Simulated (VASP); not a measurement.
Write the native input for VASP 6.6.1 that does the following.

* Task: single point
* Functional: PBE
* Dispersion: D3(BJ)
* Potentials or basis: VASP PAW PBE potentials, release 64 (Si, Ni)
* Cutoff: 520 eV
* k mesh: 8 × 8 × 8
* Occupations: gaussian, width 0.05 eV
* Spin: collinear spin
* Starting moments: [0.0, 0.0, 0.05] μB
* Dipole correction: no
* Further INCAR settings: ALGO = Normal; EDIFF = 1e-06; NBANDS = 20

The structure of Si2Ni lies in POSCAR:

```
Si2Ni
1.0
    0.0000000000      2.6687309753      2.6687309753
    2.6687309753      0.0000000000      2.6687309753
    2.6687309753      2.6687309753      0.0000000000
Si Ni
2 1
Direct
    0.2500000000      0.2500000000      0.2500000000
    0.7500000000      0.7500000000      0.7500000000
    0.0000000000      0.0000000000      0.0000000000
```

The input as run:

INCAR

```
PREC = Accurate
ENCUT = 520
EDIFF = 1E-6
ISMEAR = 0
SIGMA = 0.05
LREAL = False
LASPH = True
NELM = 150
ALGO = Normal
ISIF = 2
LWAVE = False
LCHARG = True
ISPIN = 2
MAGMOM = 0 0 0.05
LORBIT = 11
LMAXMIX = 4
GGA = PE
IVDW = 12
LELF = True
LVHAR = True
NBANDS = 20
```

KPOINTS

```
regular mesh
0
Gamma
  8 8 8
```

Potentials or basis: VASP PAW PBE potentials, release 64 (Si, Ni).

Run with:

```bash
$ cat potpaw_PBE.64/Si/POTCAR potpaw_PBE.64/Ni/POTCAR > POTCAR
$ mpirun -np 1 vasp_std > vasp.out
```

It gave:

```
Pressure                                              : 3.2 GPa
Band gap on the k mesh                                : zero (filled and empty bands overlap)
Net moment                                            : 0.00 μB per cell
Valence electrons inside the program's atomic spheres : Si 1.60; Ni 9.91
Dispersion energy per atom                            : -0.463 eV
```

Caveat: the cell stands under pressure.

It took 78 s on 1 thread of Intel Xeon 8259CL, on a shared host, peak memory 0.2 GiB.
